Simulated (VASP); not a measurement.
Write the native input for VASP 6.6.1 that does the following.

| Property | Result |
| --- | --- |
| Task | single point |
| Functional | HSE06 |
| Potentials or basis | VASP PAW PBE potentials, release 64 (Ba_sv, Te) |
| Cutoff | 520 eV |
| k mesh | 4 × 4 × 4 |
| Occupations | gaussian, width 0.01 eV |
| Spin | no spin polarisation |
| Dipole correction | no |
| Grid for exact exchange (PRECFOCK) | Normal |
| Further INCAR settings | ALGO = Normal; EDIFF = 1e-06; NBANDS = 15 |
| Share of exact exchange | 0.25 |
| Screening parameter | 0.2079 1/Å |

The system is BaTe.

```xyz
2
Lattice="4.1294 0.0000 0.0000 0.0000 4.2448 0.0000 0.0000 0.0000 4.2448" Properties=species:S:1:pos:R:3 pbc="T T T"
Ba    0.0000    0.0000    0.0000
Te    2.0647    2.1224    2.1224
```

This cell differs from its parent crystal: uniaxial x strain -2.7%.

The input as run:

POSCAR

```
BaTe
1.0
    4.1293591030      0.0000000000      0.0000000000
    0.0000000000      4.2448181569      0.0000000000
    0.0000000000      0.0000000000      4.2448181569
Ba Te
1 1
Direct
    0.0000000000      0.0000000000      0.0000000000
    0.5000000000      0.5000000000      0.5000000000
```

INCAR.step1

```
SYSTEM = BaTe
  PREC = Accurate
  ENCUT = 520
  EDIFF = 1E-5
  ISMEAR = 0
  SIGMA = 0.01
  LREAL = .FALSE.
  LASPH = .TRUE.
  NELM = 100
  ALGO = Normal
  ISIF = 2
  LWAVE = .TRUE.
  LCHARG = .FALSE.
  GGA = PE
  NBANDS = 15
```

INCAR.step2

```
SYSTEM = BaTe
  PREC = Accurate
  ENCUT = 520
  EDIFF = 1E-6
  ISMEAR = 0
  SIGMA = 0.01
  LREAL = .FALSE.
  LASPH = .TRUE.
  NELM = 100
  ALGO = Normal
  ISIF = 2
  LWAVE = .FALSE.
  LCHARG = .FALSE.
  GGA = PE
  LHFCALC = .TRUE.
  HFSCREEN = 0.2079
  PRECFOCK = Normal
  ISTART = 1
  NBANDS = 15
```

KPOINTS

```
regular mesh
0
G
  4 4 4
  0 0 0
```

Potentials or basis: VASP PAW PBE potentials, release 64 (Ba_sv, Te).

Launch:

```bash
$ cat potpaw_PBE.64/Ba_sv/POTCAR potpaw_PBE.64/Te/POTCAR > POTCAR
$ cp INCAR.step1 INCAR
$ mpirun -np 1 vasp_std > vasp.out
$ cp INCAR.step2 INCAR
$ mpirun -np 1 vasp_std > vasp.out
```

It gave:

The pressure is 1.0 GPa and the band gap on the k mesh is 1.19 eV (least direct gap 1.39 eV).

Caveat: the cell differs from its parent crystal (uniaxial x strain -2.7%); the structure was generated, so it needn't be the stable form of BaTe; the PAW data sets were made with another functional, which shifts forces and pressure a little; spin-orbit coupling is left out, which moves the levels of the heavy elements.

Run time: 14 min on 1 thread of Intel(R) Xeon(R) Platinum 8375C CPU @ 2.90GHz (Ice Lake), on a shared host, peak memory 0.3 GiB.
